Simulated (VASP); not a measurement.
Input of a VASP 6.6.1 run:

The input INCAR:

```
SYSTEM = LiMgBN2
PREC = Accurate ; ENCUT = 520
EDIFF = 1E-6 ; ISMEAR = 0
SIGMA = 0.05 ; LREAL = .False.
LASPH = .True. ; NELM = 100
ALGO = Normal ; ISIF = 2
LWAVE = .False. ; LCHARG = .False.
GGA = PS ; NBANDS = 17
```

Contents of KPOINTS:

```
Automatic mesh
0
Gamma
  8 8 8
  0 0 0
```

POSCAR

```
LiMgBN2
1.0
   -1.9324005310      1.9324005310      4.5247650217
    1.9324005310     -1.9324005310      4.5247650217
    1.9324005310      1.9324005310     -4.5247650217
Li Mg B N
1 1 1 2
Direct
    0.2500000000      0.7500000000      0.5000000000
    0.7500000000      0.2500000000      0.5000000000
    0.5000000000      0.5000000000      0.0000000000
    0.6426409604      0.6426409604      0.0000000000
    0.3573590396      0.3573590396      0.0000000000
```

Potentials or basis: VASP PAW PBE potentials, release 64 (Li_sv, Mg, B, N).

The run is started by

```sh
$ cat potpaw_PBE.64/Li_sv/POTCAR potpaw_PBE.64/Mg/POTCAR potpaw_PBE.64/B/POTCAR potpaw_PBE.64/N/POTCAR > POTCAR
$ mpirun -np 1 vasp_std > vasp.out
```

Q: Estimate the band gap on the k mesh.

A: 2.48 eV (least direct gap 3.16 eV).

Q: What does it give for the largest force?

A: 4.081 eV/Å.

Forces on the atoms (eV/Å):
```
Li   0.000  0.000  0.000
Mg   0.000  0.000  0.000
B    0.000  0.000  0.000
N    0.000  0.000  4.081
N    0.000  0.000 -4.081
```

Caveat: the cell differs from its parent crystal (atoms shifted along a free coordinate); the PAW data sets were made with another functional, which shifts forces and pressure a little. A k mesh can miss the band edges.
